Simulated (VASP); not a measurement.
Input of a VASP 6.6.1 run:

File INCAR:

```
PREC     = Accurate       # precision mode
ENCUT    = 520            # plane-wave cutoff, eV
EDIFF    = 1E-6           # SCF threshold, eV
ISMEAR   = 0              # smearing method
SIGMA    = 0.1            # smearing width, eV
LREAL    = False          # projectors in reciprocal space
LASPH    = True           # aspherical terms in the spheres
NELM     = 100            # most SCF steps
ALGO     = Fast           # electronic algorithm
ISIF     = 2              # what is computed and relaxed
LWAVE    = False          # write WAVECAR
LCHARG   = False          # write CHGCAR
GGA      = PE             # functional
NBANDS   = 21             # bands
```

Contents of KPOINTS:

```
Automatic mesh
0
Gamma
  18 18 18
```

The input POSCAR:

```
SnW
1.0
    0.0000000000      2.7714731733      2.7714731733
    2.7714731733      0.0000000000      2.7714731733
    2.7714731733      2.7714731733      0.0000000000
Sn W
1 1
Direct
    0.5000000000      0.5000000000      0.5000000000
    0.0000000000      0.0000000000      0.0000000000
```

Potentials or basis: VASP PAW PBE potentials, release 64 (Sn_d, W_sv).

Launch:

```sh
$ cat potpaw_PBE.64/Sn_d/POTCAR potpaw_PBE.64/W_sv/POTCAR > POTCAR
$ mpirun -np 1 vasp_std > vasp.out
```

**Question.** Predict the band gap on the k mesh.

**Answer.** Zero (bands 14 and 15 overlap by 1.27 eV).

**Question.** Predict the pressure.

**Answer.** 0.1 GPa.

Caveat: spin-orbit coupling is left out, which moves the levels of the heavy elements.
